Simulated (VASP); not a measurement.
# Re (P6/mmm) in VASP: a series of runs

Runs on Re. Level: PBE. Tasks: single point.

All numbers are computed with VASP 6.6.1; they aren't measurements. Logs are shortened: lines on timing, memory, paths and dates and some standing lists are left out, and cuts for length are marked.

**1. The cell of the first run**

It takes space group P6/mmm (No. 191, hexagonal). The conventional cell has a = 4.198 Å, b = 4.198 Å, c = 2.630 Å, α = 90.00°, β = 90.00°, γ = 120.00°. Within 3.5 Å of Re (site symmetry 6/mmm) lie 14 Re at 2.63 to 2.76 Å. Within 3.2 Å of Re (site symmetry -6m2) lie 11 Re at 2.42 to 2.76 Å.

This isn't the form of Re at room conditions, which is hcp.

**2. Single point, PBE (13.38 Å³/atom)**

File INCAR:

```
SYSTEM = Re
PREC = Accurate ; ENCUT = 520
EDIFF = 1E-7 ; ISMEAR = -1
SIGMA = 0.1 ; LREAL = .False.
LASPH = .True. ; NELM = 80
ALGO = Normal ; ISIF = 2
LWAVE = .False. ; LCHARG = .False.
GGA = PE ; NBANDS = 18
```

File KPOINTS:

```
Automatic mesh
0
Gamma
  9 9 13
  0 0 0
```

File POSCAR:

```
Re
1.0
    4.1975802783      0.0000000000      0.0000000000
   -2.0987901392      3.6352111554      0.0000000000
    0.0000000000      0.0000000000      2.6298497307
Re
3
Direct
    0.0000000000      0.0000000000      1.0000000000
    0.3333333333      0.6666666667      0.5000000000
    0.6666666667      0.3333333333      0.5000000000
```

Potentials or basis: VASP PAW PBE potentials, release 64 (Re).

Started as:

```console
cat potpaw_PBE.64/Re/POTCAR > POTCAR
mpirun -np 1 vasp_std > vasp.out
```

OUTCAR:

```text
SYSTEM = Re
   PREC = Accurate
   ENCUT = 520
   EDIFF = 1E-7
   ISMEAR = -1
   LREAL = .False.
   LASPH = .True.
   NELM = 80
   ISIF = 2
   GGA = PE

 ion  position               nearest neighbor table
   1  0.000  0.000  0.000-   2 2.76   3 2.76   2 2.76   3 2.76   2 2.76   2 2.76   3 2.76   3 2.76
                             3 2.76   3 2.76   2 2.76   2 2.76
   2  0.333  0.667  0.500-   3 2.42   3 2.42   3 2.42   1 2.76   1 2.76   1 2.76   1 2.76   1 2.76
                             1 2.76
   3  0.667  0.333  0.500-   2 2.42   2 2.42   2 2.42   1 2.76   1 2.76   1 2.76   1 2.76   1 2.76
                             1 2.76

  LATTYP: Found a hexagonal cell.
 ALAT       =     4.1975802783
 C/A-ratio  =     0.6265156486

  Lattice vectors:

 A1 = (   4.1975802783,   0.0000000000,   0.0000000000)
 A2 = (  -2.0987901392,   3.6352111554,   0.0000000000)
 A3 = (   0.0000000000,   0.0000000000,   2.6298497307)

Analysis of symmetry for initial positions (statically):
=====================================================================
 Subroutine PRICEL returns:
 Original cell was already a primitive cell.

 Routine SETGRP: Setting up the symmetry group for a
 hexagonal supercell.

 Subroutine GETGRP returns: Found 24 space group operations
 (whereof 24 operations were pure point group operations)
 out of a pool of 24 trial point group operations.

The static configuration has the point symmetry D_6h.

Analysis of symmetry for dynamics (positions and initial velocities):
=====================================================================
 Subroutine PRICEL returns:
 Original cell was already a primitive cell.

 Routine SETGRP: Setting up the symmetry group for a
 hexagonal supercell.

 Subroutine GETGRP returns: Found 24 space group operations
 (whereof 24 operations were pure point group operations)
 out of a pool of 24 trial point group operations.

The dynamic configuration has the point symmetry D_6h.

 Subroutine INISYM returns: Found 24 space group operations
 (whereof 24 operations are pure point group operations),
 and found     1 'primitive' translations

----------------------------------------------------------------------------------------

                                     Primitive cell

  volume of cell :      40.1291

  direct lattice vectors                    reciprocal lattice vectors
     4.197580278  0.000000000  0.000000000     0.238232490  0.137543592  0.000000000
    -2.098790139  3.635211155  0.000000000     0.000000000  0.275087184  0.000000000
     0.000000000  0.000000000  2.629849731     0.000000000  0.000000000  0.380249863

  length of vectors
     4.197580278  4.197580278  2.629849731     0.275087184  0.275087184  0.380249863

  position of ions in fractional coordinates (direct lattice)
     0.000000000  0.000000000  0.000000000
     0.333333333  0.666666667  0.500000000
     0.666666667  0.333333333  0.500000000

  ion indices of the primitive-cell ions
   primitive index   ion index
                 1           1
                 2           2
                 3           3

----------------------------------------------------------------------------------------

 KPOINTS: Automatic mesh

Automatic generation of k-mesh.
 Grid dimensions read from file:
 generate k-points for:    9    9   13

 Generating k-lattice:

  Cartesian coordinates                     Fractional coordinates (reciprocal lattice)
     0.026470277  0.015282621  0.000000000     0.111111111  0.000000000  0.000000000
     0.000000000  0.030565243  0.000000000     0.000000000  0.111111111  0.000000000
     0.000000000  0.000000000  0.029249989     0.000000000  0.000000000  0.076923077

  Length of vectors
     0.030565243  0.030565243  0.029249989

  Shift w.r.t. Gamma in fractional coordinates (k-lattice)
     0.000000000  0.000000000  0.000000000

 Subroutine IBZKPT returns following result:
 ===========================================

 Found     84 irreducible k-points:

 Following reciprocal coordinates:
            Coordinates               Weight
  0.000000  0.000000  0.000000      1.000000
  0.111111  0.000000  0.000000      6.000000
  0.222222  0.000000  0.000000      6.000000
  0.333333  0.000000  0.000000      6.000000
  0.444444  0.000000  0.000000      6.000000
  0.111111  0.111111  0.000000      6.000000
[... 16 lines left out ...]
  0.333333  0.222222  0.076923     24.000000
  0.333333  0.333333  0.076923      4.000000
 [... further k-points ...]
   k-points           NKPTS =     84   k-points in BZ     NKDIM =     84   number of bands    NBANDS=     18
   number of dos      NEDOS =    301   number of ions     NIONS =      3
   total plane-waves  NPLWV =  20480
   dimension x,y,z NGX =    32 NGY =   32 NGZ =   20
   dimension x,y,z NGXF=    64 NGYF=   64 NGZF=   40
   ions per type =               3
   NGX,Y,Z   is equivalent  to a cutoff of  12.67, 12.67, 12.64 a.u.
   NGXF,Y,Z  is equivalent  to a cutoff of  25.35, 25.35, 25.29 a.u.
 SYSTEM =  Re
   PREC   = accura    normal or accurate (medium, high low for compatibility)
   ISTART =      0    job   : 0-new  1-cont  2-samecut
   ICHARG =      2    charge: 1-file 2-atom 10-const
   ISPIN  =      1    spin polarized calculation?
   LNONCOLLINEAR =      F non collinear calculations
   LSORBIT =      F    spin-orbit coupling
   LASPH  =      T    aspherical Exc in radial PAW
   ENCUT  =  520.0 eV  38.22 Ry    6.18 a.u.   7.80  7.80  4.89*2*pi/ulx,y,z
   NELM   =     80;   NELMIN=  2; NELMDL= -5     # of ELM steps
   EDIFF  = 0.1E-06   stopping-criterion for ELM
   LREAL  =      F    real-space projection
   EDIFFG = 0.1E-05   stopping-criterion for IOM
   NSW    =      0    number of steps for IOM
   IBRION =     -1    ionic relax: 0-MD 1-quasi-New 2-CG
   NFREE  =      0    steps in history (QN), initial steepest desc. (CG)
   ISIF   =      2    stress and relaxation
   ISYM   =      2    0-nonsym 1-usesym 2-fastsym
   POTIM  = 0.5000    time-step for ionic-motion
   TEBEG  =    0.0;   TEEND  =   0.0 temperature during run
   PSTRESS=    0.0 pullay stress
   NELECT =      21.0000    total number of electrons
   NUPDOWN=      -1.0000    fix difference up-down
   EMIN   =  10.00;   EMAX   =-10.00  energy-range for DOS
   EFERMI =   0.00;   METHOD = LEGACY
   ISMEAR =    -1;   SIGMA  =   0.10  broadening in eV -4-tet -1-fermi 0-gaus
   EFERMI_NEDOS =   21; number of points for ismear=-14 and -15
   IALGO  =     38    algorithm
   IMIX   =      4    mixing-type and parameters
     AMIX     =   0.40;   BMIX     =  1.00
     AMIX_MAG =   1.60;   BMIX_MAG =  1.00
  volume/ion in A,a.u.               =      13.38        90.27
  Fermi-wavevector in a.u.,A,eV,Ry     =   1.319253  2.493027 23.679964  1.740428
  Thomas-Fermi vector in A             =   2.449164
   LORBIT       =      0    0 simple, 1 ext, 2 COOP (PROOUT), +10 PAW based schemes
   GGA     = PE    functional components
   LHFCALC =     F    Hartree Fock is set to
   AEXX    =    0.0000 exact exchange contribution
   IVDW    =     0    specifies the selected vdW correction
   LEPSILON=     F    determine dielectric tensor
   LRPA    =     F    only Hartree local field effects (RPA)
 non-spin polarized calculation
  energy-cutoff  :      520.00
  volume of cell :       40.13
 maximum number of plane-waves:      1095
 NGX is ok and might be reduce to    32
   NGX = 15   NGY = 15   NGZ =  9

 number of electron      21.0000001 magnetization

 Free energy of the ion-electron system (eV)
  ---------------------------------------------------
  ext. energy  EPLUGINS =         0.00000000
  ---------------------------------------------------
  free energy    TOTEN  =       -35.91722873 eV

  energy without entropy =      -35.85631206  energy(sigma->0) =      -35.88677040

 E-fermi :   9.1972     XC(G=0): -14.2416

 val. band max:        9.1861345225   @ k =   0.2222   0.2222   0.3077
 cond. band min:       9.2005199803   @ k =   0.4444   0.1111   0.0769
 fundamental gap:      0.0143854578
 Fermi energy:         9.1972462549

 k-point     1 :       0.0000    0.0000    0.0000
  band No.  band energies     occupation
      1      -1.3883      2.00000
      2       2.3892      2.00000
      3       5.6386      2.00000
      4       6.0233      2.00000
      5       6.0233      2.00000
      6       6.0324      2.00000
[... 10 lines left out ...]
     17      18.8358      0.00000
     18      20.4287      0.00000

 k-point     2 :       0.1111    0.0000    0.0000
  band No.  band energies     occupation
      1      -1.1552      2.00000
      2       2.4765      2.00000
      3       4.7410      2.00000
      4       5.3972      2.00000
      5       5.4349      2.00000
      6       6.5865      2.00000
[... 10 lines left out ...]
     17      18.8741      0.00000
     18      19.7470      0.00000

 k-point     3 :       0.2222    0.0000    0.0000
  band No.  band energies     occupation
      1      -0.4951      2.00000
      2       2.6096      2.00000
      3       3.6776      2.00000
      4       4.7665      2.00000
      5       5.0327      2.00000
      6       6.5208      2.00000
[... 10 lines left out ...]
     17      17.1529      0.00000
     18      17.7079      0.00000

 k-point     4 :       0.3333    0.0000    0.0000
  band No.  band energies     occupation
      1       0.4726      2.00000
      2       2.2142      2.00000
      3       3.3329      2.00000
      4       4.3050      2.00000
      5       4.9220      2.00000
      6       6.0749      2.00000
[... 10 lines left out ...]
     17      15.0972      0.00000
     18      15.9738      0.00000

 k-point     5 :       0.4444    0.0000    0.0000
  band No.  band energies     occupation
      1       1.4582      2.00000
      2       1.8811      2.00000
      3       2.6966      2.00000
      4       4.6610      2.00000
      5       4.9737      2.00000
      6       5.4067      2.00000
[... 10 lines left out ...]
     17      13.3271      0.00000
     18      14.6985      0.00000

 k-point     6 :       0.1111    0.1111    0.0000
  band No.  band energies     occupation
      1      -0.7100      2.00000
      2       2.6009      2.00000
      3       4.1040      2.00000
      4       4.3291      2.00000
      5       5.6226      2.00000
      6       6.5942      2.00000
[... 10 lines left out ...]
     17      17.7554      0.00000
     18      18.1096      0.00000

 k-point     7 :       0.2222    0.1111    0.0000
  band No.  band energies     occupation
      1       0.0918      2.00000
      2       2.4831      2.00000
      3       3.3433      2.00000
      4       4.0239      2.00000
      5       5.3563      2.00000
      6       6.4760      2.00000
[... 10 lines left out ...]
     17      15.8534      0.00000
     18      16.4659      0.00000

 k-point     8 :       0.3333    0.1111    0.0000
  band No.  band energies     occupation
      1       1.0493      2.00000
      2       1.9832      2.00000
      3       2.8659      2.00000
      4       4.3783      2.00000
      5       5.1328      2.00000
      6       5.8979      2.00000
[... 10 lines left out ...]
     17      13.9612      0.00000
     18      15.0364      0.00000
[... 229 lines left out ...]
     17      15.9980      0.00000
     18      16.7008      0.00000

 k-point    20 :       0.3333    0.1111    0.0769
  band No.  band energies     occupation
      1       1.2357      2.00000
      2       2.1506      2.00000
      3       3.0509      2.00000
      4       4.4582      2.00000
      5       5.1702      2.00000
      6       5.9994      2.00000
[... 10 lines left out ...]
     17      14.1682      0.00000
     18      15.2617      0.00000

 k-point    21 :       0.4444    0.1111    0.0769
  band No.  band energies     occupation
      1       1.6879      2.00000
      2       2.3052      2.00000
      3       2.4547      2.00000
      4       5.0129      2.00000
      5       5.1144      2.00000
      6       5.3578      2.00000
[... 10 lines left out ...]
     17      13.6107      0.00000
     18      14.4148      0.00000

 k-point    22 :       0.2222    0.2222    0.0769
  band No.  band energies     occupation
      1       1.0430      2.00000
      2       2.3141      2.00000
      3       2.9095      2.00000
      4       4.3347      2.00000
      5       5.4762      2.00000
      6       6.3953      2.00000
[... 10 lines left out ...]
     17      14.3779      0.00000
     18      15.3448      0.00000

 k-point    23 :       0.3333    0.2222    0.0769
  band No.  band energies     occupation
      1       1.5194      2.00000
      2       2.2040      2.00000
      3       2.5449      2.00000
      4       4.9134      2.00000
      5       5.2875      2.00000
      6       5.9757      2.00000
[... 10 lines left out ...]
     17      13.4861      0.00000
     18      14.3463      0.00000

 k-point    24 :       0.3333    0.3333    0.0769
  band No.  band energies     occupation
      1       1.4732      2.00000
      2       2.3823      2.00000
      3       2.3823      2.00000
      4       5.2190      2.00000
      5       5.2190      2.00000
      6       5.8901      2.00000
[... 10 lines left out ...]
     17      13.3598      0.00000
     18      13.9931      0.00000

 [... further k-points ...]

------------------------ aborting loop because EDIFF is reached ----------------------------------------

  FORCE on cell =-STRESS in cart. coord.  units (eV):
  Direction    XX          YY          ZZ          XY          YZ          ZX
  --------------------------------------------------------------------------------------
  -------------------------------------------------------------------------------------
  Total       15.3177763     15.3177763     13.7060816     -0.0000000     -0.0000000      0.0000000
  in kB      611.5707679    611.5707679    547.2229563     -0.0000000     -0.0000000      0.0000000
  external PRESSURE =     590.1214974 kB  Pullay stress =       0.0000000 kB

 VOLUME and BASIS-vectors are now :
 -----------------------------------------------------------------------------
  energy-cutoff  :      520.00
  volume of cell :       40.13
      direct lattice vectors                 reciprocal lattice vectors
     4.197580278  0.000000000  0.000000000     0.238232490  0.137543592  0.000000000
    -2.098790139  3.635211155  0.000000000     0.000000000  0.275087184  0.000000000
     0.000000000  0.000000000  2.629849731     0.000000000  0.000000000  0.380249863

 POSITION                                       TOTAL-FORCE (eV/Angst)
 -----------------------------------------------------------------------------------
      0.00000      0.00000      0.00000        -0.000000      0.000000      0.000000
     -0.00000      2.42347      1.31492         0.000000      0.000000      0.000000
      2.09879      1.21174      1.31492        -0.000000      0.000000     -0.000000
 -----------------------------------------------------------------------------------
    total drift:                               -0.000000      0.000000      0.000000

  FREE ENERGIE OF THE ION-ELECTRON SYSTEM (eV)
  ---------------------------------------------------
  free  energy   TOTEN  =       -35.9172287306 eV

  energy  without entropy=      -35.8563120615  energy(sigma->0) =      -35.88677040
```

It took 44 s on 1 thread of Intel Xeon Platinum 8488C (Sapphire Rapids), shared host; peak memory 0.18 GiB.

What came out:

```
Free energy            : -35.9172 eV
Pressure               : 59.0 GPa
Band gap on the k mesh : zero (an odd number of electrons rules out a gap without spin polarisation)
```

Levels at points of the mesh, in eV from the Fermi level:
| k point | band 8 | band 9 | band 10 | band 11 | band 12 | band 13 |
| --- | --- | --- | --- | --- | --- | --- |
| (0.00, 0.00, 0.00) | -2.22 | -0.98 | -0.98 | -0.05 | -0.05 | 0.02 |

Caveat: the cell stands under pressure; spin-orbit coupling is left out, which moves the levels of the heavy elements.

**3. Single point, PBE (13.98 Å³/atom)**

This run uses another cell than the first one, of 13.98 Å³/atom.

File INCAR:

```
ALGO = Normal ; EDIFF = 1E-7
ENCUT = 520 ; GGA = PE
ISIF = 2 ; ISMEAR = -1
LASPH = T ; LCHARG = T
LELF = T ; LREAL = F
LVHAR = T ; LWAVE = F
NBANDS = 18 ; NELM = 100
PREC = Accurate ; SIGMA = 0.1
```

File KPOINTS:

```
k-points
0
Gamma
  9 9 13
```

File POSCAR:

```
Re
1.0
    4.2602399681      0.0000000000      0.0000000000
   -2.1301199841      3.6894760386      0.0000000000
    0.0000000000      0.0000000000      2.6691070069
Re
3
Direct
    0.0000000000      0.0000000000      1.0000000000
    0.3333333333      0.6666666667      0.5000000000
    0.6666666667      0.3333333333      0.5000000000
```

Potentials or basis: VASP PAW PBE potentials, release 64 (Re).

Started as:

```console
cat potpaw_PBE.64/Re/POTCAR > POTCAR
mpirun -np 1 vasp_std > vasp.out
```

Run time: 43 s. Hardware: 1 thread of Intel Xeon Platinum 8488C (Sapphire Rapids), shared host; peak memory 0.18 GiB.

It converged, with:

```
Free energy            : -36.4462 eV
Pressure               : 34.6 GPa
Band gap on the k mesh : zero (an odd number of electrons rules out a gap without spin polarisation)
```

Stress tensor (GPa, compression positive):
```
35.91  0.00  0.00
 0.00 35.91  0.00
 0.00  0.00 31.97
```

Levels at points of the mesh, in eV from the Fermi level:
```
           k point  band 6  band 7  band 8  band 9  band 10  band 11  band 12  band 13  band 14  band 15
(0.00, 0.00, 0.00)   -3.03   -3.03   -2.09   -0.91    -0.91    -0.01    -0.01     0.05     0.05     4.78
```

Caveat: the cell stands under pressure; spin-orbit coupling is left out, which moves the levels of the heavy elements.

[end of part 1 of 2]
